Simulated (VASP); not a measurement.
# Mg3O4 (Pm-3m) in VASP: density of states with PBE

Aim: the density of states of Mg3O4 with PBE.

Everything below comes from runs of VASP 6.6.1. Logs are shortened: lines on timing, memory, paths and dates and some standing lists are left out, and cuts for length are marked.

### 1 The cell of the first run

Symmetry: Pm-3m, No. 221, cubic system. Conventional cell: a = 4.212 Å, b = 4.212 Å, c = 4.212 Å, α = 90.00°, β = 90.00°, γ = 90.00°. Mg (site symmetry 4/mmm) has 6 O at 2.11 Å within 2.8 Å. Within 2.8 Å of O (site symmetry m-3m) lie 6 Mg at 2.11 Å. O (site symmetry 4/mmm) has 4 Mg at 2.11 Å within 2.8 Å.

### 2 Density of states, PBE, collinear spin

File POSCAR:

```
Mg3O4
1.0
    4.2120000000      0.0000000000      0.0000000000
    0.0000000000      4.2120000000      0.0000000000
    0.0000000000      0.0000000000      4.2120000000
Mg O
3 4
Direct
    0.0000000000      0.5000000000      0.5000000000
    0.5000000000      0.0000000000      0.5000000000
    0.5000000000      0.5000000000      0.0000000000
    0.5000000000      0.5000000000      0.5000000000
    0.5000000000      0.0000000000      0.0000000000
    0.0000000000      0.5000000000      0.0000000000
    0.0000000000      0.0000000000      0.5000000000
```

File INCAR.step1:

```
ALGO = Normal
EDIFF = 1E-6
ENCUT = 520
GGA = PE
GGA_COMPAT = False
ISIF = 2
ISMEAR = -1
ISPIN = 2
LASPH = True
LCHARG = True
LORBIT = 11
LREAL = False
LWAVE = False
MAGMOM = 0 0 0 0 0.5 0.5 0.5
NBANDS = 28
NEDOS = 2001
NELECT = 28.0
NELM = 200
PREC = Accurate
SIGMA = 0.01
```

File INCAR.step2:

```
ALGO = Normal
EDIFF = 1E-6
ENCUT = 520
GGA = PE
GGA_COMPAT = False
ICHARG = 11
ISIF = 2
ISMEAR = 0
ISPIN = 2
LASPH = True
LCHARG = False
LORBIT = 10
LREAL = False
LWAVE = False
MAGMOM = 0 0 0 0 0.5 0.5 0.5
NBANDS = 28
NEDOS = 2001
NELECT = 28.0
NELM = 200
PREC = Accurate
SIGMA = 0.01
```

File KPOINTS:

```
k-points
0
Gamma
  1 1 1
```

Potentials or basis: VASP PAW PBE potentials, release 64 (Mg, O).

Started as:

```
$ cat potpaw_PBE.64/Mg/POTCAR potpaw_PBE.64/O/POTCAR > POTCAR
$ cp INCAR.step1 INCAR
$ mpirun -np 1 vasp_std > vasp.out
$ cp INCAR.step2 INCAR
$ mpirun -np 1 vasp_std > vasp.out
```

OUTCAR:

```text
EDIFF = 1E-6
   ENCUT = 520
   GGA = PE
   ICHARG = 11
   ISIF = 2
   ISMEAR = 0
   ISPIN = 2
   LASPH = True
   LORBIT = 10
   LREAL = False
   NELECT = 28.0
   NELM = 200
   PREC = Accurate

 ion  position               nearest neighbor table
   1  0.000  0.500  0.500-   4 2.11   6 2.11   7 2.11   6 2.11   7 2.11   4 2.11   3 2.98   2 2.98
                             2 2.98   2 2.98   3 2.98   3 2.98   3 2.98   2 2.98
   2  0.500  0.000  0.500-   4 2.11   5 2.11   7 2.11   5 2.11   4 2.11   7 2.11   3 2.98   1 2.98
                             3 2.98   1 2.98   3 2.98   1 2.98   3 2.98   1 2.98
   3  0.500  0.500  0.000-   4 2.11   5 2.11   6 2.11   4 2.11   5 2.11   6 2.11   2 2.98   2 2.98
                             2 2.98   1 2.98   2 2.98   1 2.98   1 2.98   1 2.98
   4  0.500  0.500  0.500-   1 2.11   2 2.11   3 2.11   3 2.11   2 2.11   1 2.11
   5  0.500  0.000  0.000-   2 2.11   3 2.11   2 2.11   3 2.11
   6  0.000  0.500  0.000-   1 2.11   3 2.11   1 2.11   3 2.11
   7  0.000  0.000  0.500-   1 2.11   2 2.11   1 2.11   2 2.11

  LATTYP: Found a simple cubic cell.
 ALAT       =     4.2120000000

  Lattice vectors:

 A1 = (   4.2120000000,   0.0000000000,   0.0000000000)
 A2 = (   0.0000000000,   4.2120000000,   0.0000000000)
 A3 = (   0.0000000000,   0.0000000000,   4.2120000000)

Analysis of symmetry for initial positions (statically):
=====================================================================
 Subroutine PRICEL returns:
 Original cell was already a primitive cell.

 Routine SETGRP: Setting up the symmetry group for a
 simple cubic supercell.

 Subroutine GETGRP returns: Found 48 space group operations
 (whereof 48 operations were pure point group operations)
 out of a pool of 48 trial point group operations.

The static configuration has the point symmetry O_h .

Analysis of symmetry for dynamics (positions and initial velocities):
=====================================================================
 Subroutine PRICEL returns:
 Original cell was already a primitive cell.

 Routine SETGRP: Setting up the symmetry group for a
 simple cubic supercell.

 Subroutine GETGRP returns: Found 48 space group operations
 (whereof 48 operations were pure point group operations)
 out of a pool of 48 trial point group operations.

The dynamic configuration has the point symmetry O_h .

Analysis of structural, dynamic, and magnetic symmetry:
=====================================================================
 Subroutine PRICEL returns:
 Original cell was already a primitive cell.

 Routine SETGRP: Setting up the symmetry group for a
 simple cubic supercell.

 Subroutine GETGRP returns: Found 48 space group operations
 (whereof 48 operations were pure point group operations)
 out of a pool of 48 trial point group operations.

The overall configuration has the point symmetry O_h .

 Subroutine INISYM returns: Found 48 space group operations
 (whereof 48 operations are pure point group operations),
 and found     1 'primitive' translations

----------------------------------------------------------------------------------------

                                     Primitive cell

  volume of cell :      74.7249

  direct lattice vectors                    reciprocal lattice vectors
     4.212000000  0.000000000  0.000000000     0.237416904  0.000000000  0.000000000
     0.000000000  4.212000000  0.000000000     0.000000000  0.237416904  0.000000000
     0.000000000  0.000000000  4.212000000     0.000000000  0.000000000  0.237416904

  length of vectors
     4.212000000  4.212000000  4.212000000     0.237416904  0.237416904  0.237416904

  position of ions in fractional coordinates (direct lattice)
     0.000000000  0.500000000  0.500000000
     0.500000000  0.000000000  0.500000000
     0.500000000  0.500000000  0.000000000
     0.500000000  0.500000000  0.500000000
     0.500000000  0.000000000  0.000000000
     0.000000000  0.500000000  0.000000000
     0.000000000  0.000000000  0.500000000

  ion indices of the primitive-cell ions
   primitive index   ion index
                 1           1
                 2           2
                 3           3
                 4           4
                 5           5
                 6           6
                 7           7

----------------------------------------------------------------------------------------

 KPOINTS: k-points

Automatic generation of k-mesh.
 Grid dimensions read from file:
 generate k-points for:    1    1    1

 Generating k-lattice:

  Cartesian coordinates                     Fractional coordinates (reciprocal lattice)
     0.237416904  0.000000000  0.000000000     1.000000000  0.000000000  0.000000000
     0.000000000  0.237416904  0.000000000     0.000000000  1.000000000  0.000000000
     0.000000000  0.000000000  0.237416904     0.000000000  0.000000000  1.000000000

  Length of vectors
     0.237416904  0.237416904  0.237416904

  Shift w.r.t. Gamma in fractional coordinates (k-lattice)
     0.000000000  0.000000000  0.000000000

 Subroutine IBZKPT returns following result:
 ===========================================

 Found      1 irreducible k-points:

 Following reciprocal coordinates:
            Coordinates               Weight
  0.000000  0.000000  0.000000      1.000000
   k-points           NKPTS =      1   k-points in BZ     NKDIM =      1   number of bands    NBANDS=     28
   number of dos      NEDOS =   2001   number of ions     NIONS =      7
   total plane-waves  NPLWV =  32768
   dimension x,y,z NGX =    32 NGY =   32 NGZ =   32
   dimension x,y,z NGXF=    64 NGYF=   64 NGZF=   64
   ions per type =               3   4
   NGX,Y,Z   is equivalent  to a cutoff of  12.63, 12.63, 12.63 a.u.
   NGXF,Y,Z  is equivalent  to a cutoff of  25.26, 25.26, 25.26 a.u.
 SYSTEM =  unknown system
   PREC   = accura    normal or accurate (medium, high low for compatibility)
   ISTART =      0    job   : 0-new  1-cont  2-samecut
   ICHARG =     11    charge: 1-file 2-atom 10-const
   ISPIN  =      2    spin polarized calculation?
   LNONCOLLINEAR =      F non collinear calculations
   LSORBIT =      F    spin-orbit coupling
   LASPH  =      T    aspherical Exc in radial PAW
   ENCUT  =  520.0 eV  38.22 Ry    6.18 a.u.   7.83  7.83  7.83*2*pi/ulx,y,z
   NELM   =    200;   NELMIN=  2; NELMDL=  0     # of ELM steps
   EDIFF  = 0.1E-05   stopping-criterion for ELM
   LREAL  =      F    real-space projection
   EDIFFG = 0.1E-04   stopping-criterion for IOM
   NSW    =      0    number of steps for IOM
   IBRION =     -1    ionic relax: 0-MD 1-quasi-New 2-CG
   NFREE  =      0    steps in history (QN), initial steepest desc. (CG)
   ISIF   =      2    stress and relaxation
   ISYM   =      2    0-nonsym 1-usesym 2-fastsym
   POTIM  = 0.5000    time-step for ionic-motion
   TEBEG  =    0.0;   TEEND  =   0.0 temperature during run
   PSTRESS=    0.0 pullay stress
   NELECT =      28.0000    total number of electrons
   NUPDOWN=      -1.0000    fix difference up-down
   EMIN   =  10.00;   EMAX   =-10.00  energy-range for DOS
   EFERMI =   0.00;   METHOD = LEGACY
   ISMEAR =     0;   SIGMA  =   0.01  broadening in eV -4-tet -1-fermi 0-gaus
   EFERMI_NEDOS =   21; number of points for ismear=-14 and -15
   IALGO  =     38    algorithm
   IMIX   =      4    mixing-type and parameters
     AMIX     =   0.40;   BMIX     =  1.00
     AMIX_MAG =   1.60;   BMIX_MAG =  1.00
  volume/ion in A,a.u.               =      10.67        72.04
  Fermi-wavevector in a.u.,A,eV,Ry     =   1.180246  2.230341 18.952647  1.392980
  Thomas-Fermi vector in A             =   2.316542
   LORBIT       =     10    0 simple, 1 ext, 2 COOP (PROOUT), +10 PAW based schemes
   GGA     = PE    functional components
   LHFCALC =     F    Hartree Fock is set to
   AEXX    =    0.0000 exact exchange contribution
   IVDW    =     0    specifies the selected vdW correction
   LEPSILON=     F    determine dielectric tensor
   LRPA    =     F    only Hartree local field effects (RPA)
 spin polarized calculation
 Gauss-broadening in eV      SIGMA  =   0.01
  energy-cutoff  :      520.00
  volume of cell :       74.72
 maximum number of plane-waves:      2007
 NGX is ok and might be reduce to    30

 number of electron      27.9999989 magnetization       2.0000036

 Free energy of the ion-electron system (eV)
  ---------------------------------------------------
  ext. energy  EPLUGINS =         0.00000000
  ---------------------------------------------------
  free energy    TOTEN  =       -37.47758797 eV

  energy without entropy =      -37.46987485  energy(sigma->0) =      -37.47373141

 E-fermi :   0.8615     XC(G=0):  -9.7614

 val. band max:        0.8584153326   @ k =   0.0000   0.0000   0.0000
 cond. band min:       2.3741165063   @ k =   0.0000   0.0000   0.0000
 fundamental gap:      1.5157011737
 Fermi energy:         0.8614609863

 spin component 1

 k-point     1 :       0.0000    0.0000    0.0000
  band No.  band energies     occupation
      1     -16.3490      1.00000
      2     -15.3466      1.00000
      3     -15.3466      1.00000
      4     -14.3885      1.00000
      5      -2.4751      1.00000
      6      -2.4751      1.00000
      7      -2.4751      1.00000
      8      -0.4901      1.00000
      9      -0.4901      1.00000
     10      -0.4901      1.00000
     11      -0.4821      1.00000
     12      -0.4821      1.00000
     13      -0.4821      1.00000
     14       0.8584      0.66667
     15       0.8584      0.66667
     16       0.8584      0.66666
     17       7.2731      0.00000
     18      12.3235      0.00000
     19      12.3235      0.00000
     20      12.7452      0.00000
     21      12.7452      0.00000
     22      12.7452      0.00000
     23      13.8458      0.00000
     24      15.2808      0.00000
     25      15.2808      0.00000
     26      15.2808      0.00000
 Fermi energy:         0.8614609863

 spin component 2

 k-point     1 :       0.0000    0.0000    0.0000
  band No.  band energies     occupation
      1     -15.7592      1.00000
      2     -14.4079      1.00000
      3     -13.8515      1.00000
      4     -13.8515      1.00000
      5      -2.1065      1.00000
      6      -2.1065      1.00000
      7      -2.1065      1.00000
      8       0.1125      1.00000
      9       0.1127      1.00000
     10       0.1127      1.00000
     11       0.4127      1.00000
     12       0.4127      1.00000
     13       0.4127      1.00000
     14       2.3741      0.00000
     15       2.3741      0.00000
     16       2.3746      0.00000
     17       7.4905      0.00000
     18      12.3708      0.00000
     19      12.3708      0.00000
     20      12.7467      0.00000
     21      12.7467      0.00000
     22      12.7467      0.00000
     23      14.4747      0.00000
     24      15.5534      0.00000
     25      15.5534      0.00000
     26      15.5534      0.00000
 [bands above 26 left out]

------------------------ aborting loop because EDIFF is reached ----------------------------------------

  FORCE on cell =-STRESS in cart. coord.  units (eV):
  Direction    XX          YY          ZZ          XY          YZ          ZX
  --------------------------------------------------------------------------------------
  -------------------------------------------------------------------------------------
  Total       -8.3463515     -8.3463515     -8.3463515     -0.0000000     -0.0000000     -0.0000000
  in kB     -178.9543115   -178.9543115   -178.9543115     -0.0000000     -0.0000000     -0.0000000
  external PRESSURE =    -178.9543115 kB  Pullay stress =       0.0000000 kB

 VOLUME and BASIS-vectors are now :
 -----------------------------------------------------------------------------
  energy-cutoff  :      520.00
  volume of cell :       74.72
      direct lattice vectors                 reciprocal lattice vectors
     4.212000000  0.000000000  0.000000000     0.237416904  0.000000000  0.000000000
     0.000000000  4.212000000  0.000000000     0.000000000  0.237416904  0.000000000
     0.000000000  0.000000000  4.212000000     0.000000000  0.000000000  0.237416904

 POSITION                                       TOTAL-FORCE (eV/Angst)
 -----------------------------------------------------------------------------------
      0.00000      2.10600      2.10600         0.000000      0.000000      0.000000
      2.10600      0.00000      2.10600         0.000000      0.000000      0.000000
      2.10600      2.10600      0.00000         0.000000      0.000000      0.000000
      2.10600      2.10600      2.10600         0.000000      0.000000      0.000000
      2.10600      0.00000      0.00000         0.000000      0.000000      0.000000
      0.00000      2.10600      0.00000         0.000000      0.000000      0.000000
      0.00000      0.00000      2.10600         0.000000      0.000000      0.000000
 -----------------------------------------------------------------------------------
    total drift:                                0.000000      0.000000     -0.000000

  FREE ENERGIE OF THE ION-ELECTRON SYSTEM (eV)
  ---------------------------------------------------
  free  energy   TOTEN  =       -37.4775879704 eV

  energy  without entropy=      -37.4698748544  energy(sigma->0) =      -37.47373141

 total charge

# of ion       s       p       d       tot
------------------------------------------
    1        0.026   0.250   0.012   0.289
    2        0.026   0.250   0.012   0.289
    3        0.026   0.250   0.012   0.289
    4        1.532   3.457   0.000   4.989
    5        1.565   3.236   0.000   4.801
    6        1.565   3.236   0.000   4.801
    7        1.565   3.236   0.000   4.801
--------------------------------------------------
tot          6.307  13.916   0.037  20.260

 magnetization (x)

# of ion       s       p       d       tot
------------------------------------------
    1       -0.001  -0.011  -0.001  -0.012
    2       -0.001  -0.011  -0.001  -0.012
    3       -0.001  -0.011  -0.001  -0.012
    4       -0.008  -0.455   0.000  -0.463
    5        0.013   0.698   0.000   0.710
    6        0.013   0.698   0.000   0.710
    7        0.013   0.698   0.000   0.710
--------------------------------------------------
tot          0.026   1.606  -0.002   1.630
```

It took 41 s on 1 thread of AMD EPYC 7R43 (Zen 3), shared host; peak memory 0.16 GiB.

Results:

| Property | Result |
| --- | --- |
| Net moment | 2.00 μB per cell |
| Site moments | Mg -0.01; O -0.46, +0.71 μB |
| Valence electrons inside the program's atomic spheres | Mg 0.29; O 4.99, 4.80 |

Caveat: the k points lie up to 1.49 Å⁻¹ apart; the cell carries a net charge on a neutralising background, which shifts energy and pressure; the cell is charged against a uniform background, so pressure and absolute levels hang on convention.
